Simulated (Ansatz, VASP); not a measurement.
# SiNi: VASP beside Ansatz

POSCAR

```
SiNi
1.0
    4.4967800000      0.0000000000      0.0000000000
    0.0000000000      4.4967800000      0.0000000000
    0.0000000000      0.0000000000      4.4967800000
Si Ni
4 4
Direct
    0.8601000000      0.8601000000      0.8601000000
    0.6399000000      0.1399000000      0.3601000000
    0.3601000000      0.6399000000      0.1399000000
    0.1399000000      0.3601000000      0.6399000000
    0.1470000000      0.1470000000      0.1470000000
    0.3530000000      0.8530000000      0.6470000000
    0.6470000000      0.3530000000      0.8530000000
    0.8530000000      0.6470000000      0.3530000000
```

The input INCAR.step1:

```
SYSTEM = SiNi
PREC     = Accurate       ! precision mode
ENCUT    = 600            ! plane-wave cutoff, eV
ISMEAR   = 0              ! smearing method
SIGMA    = 0.1            ! smearing width, eV
LREAL    = .FALSE.        ! projectors in reciprocal space
LASPH    = .TRUE.         ! aspherical terms in the spheres
NELM     = 80             ! most SCF steps
GGA      = PE             ! functional
ALGO     = Normal         ! electronic algorithm
EDIFF    = 1E-4           ! SCF threshold, eV
LWAVE    = .TRUE.         ! write WAVECAR
LCHARG   = .FALSE.        ! write CHGCAR
```

Contents of INCAR.step2:

```
SYSTEM = SiNi
PREC     = Accurate       ! precision mode
ENCUT    = 600            ! plane-wave cutoff, eV
EDIFF    = 1E-7           ! SCF threshold, eV
ISMEAR   = 0              ! smearing method
SIGMA    = 0.1            ! smearing width, eV
LREAL    = .FALSE.        ! projectors in reciprocal space
LASPH    = .TRUE.         ! aspherical terms in the spheres
NELM     = 80             ! most SCF steps
ALGO     = Normal         ! electronic algorithm
ISIF     = 3              ! what is computed and relaxed
LWAVE    = .FALSE.        ! write WAVECAR
LCHARG   = .FALSE.        ! write CHGCAR
METAGGA  = R2SCAN         ! meta-GGA
LMIXTAU  = .TRUE.       
IBRION   = 2              ! ionic algorithm
NSW      = 100            ! ionic steps
EDIFFG   = -0.05          ! ionic threshold
ISTART   = 1
```

The input KPOINTS:

```
regular mesh
0
G
  4 4 4
  0 0 0
```

Input for Ansatz:

```yaml
crystal:
  lattice:
    - [4.49678, 0.0, 0.0]
    - [0.0, 4.49678, 0.0]
    - [0.0, 0.0, 4.49678]
  atoms:
    - { symbol: Si, position: [0.8601, 0.8601, 0.8601] }
    - { symbol: Si, position: [0.6399, 0.1399, 0.3601] }
    - { symbol: Si, position: [0.3601, 0.6399, 0.1399] }
    - { symbol: Si, position: [0.1399, 0.3601, 0.6399] }
    - { symbol: Ni, position: [0.147, 0.147, 0.147] }
    - { symbol: Ni, position: [0.353, 0.853, 0.647] }
    - { symbol: Ni, position: [0.647, 0.353, 0.853] }
    - { symbol: Ni, position: [0.853, 0.647, 0.353] }
basis:
  ecutwfc: 500
kpoints:
  mp_grid: { grid: [4, 4, 4] }
hamiltonian:
  xc: r2scan
scf:
  occupations: { method: gaussian, width: 0.1 }
output:
  forces: true
  stress: true
  eigenvalues: true
relax:
  adjacent_minimum: "off"
  f_tol: 0.05
  max_steps: 80
  cell: { stress_tol: 0.5 }
```

Alike in both runs: task relaxation of cell and atoms; functional r2SCAN; k mesh 4 × 4 × 4; occupations gaussian, width 0.1 eV; no spin polarisation.

|  | VASP | Ansatz |
| --- | --- | --- |
| version | VASP 6.6.1 | Ansatz 0.2.0 |
| potentials or method | VASP PAW PBE potentials, release 64 (Si, Ni), cutoff 600 eV | scalar-relativistic, plane waves, PAW |
| valence electrons in the cell | 56 | 88 |

VASP gave:

```
gap on the k mesh at the Fermi level, each at its own relaxed structure (eV) : none
relaxed volume (Å³/atom)                                                     : 11.11
relaxed cell length with the largest relative difference (Å)                 : 4.463
```

Problem. What did Ansatz give for the same quantities?

Solution. gap on the k mesh at the Fermi level, each at its own relaxed structure (eV): none; relaxed volume (Å³/atom): 11.13; relaxed cell length with the largest relative difference (Å): 4.465.

VASP's potentials were made for PBE, not for r2SCAN. A gap of «none» marks a metal or a gap that the smearing closes. VASP's potentials hold 56 valence electrons a cell and Ansatz's 88, so a difference there can come from the potentials and not from the codes.
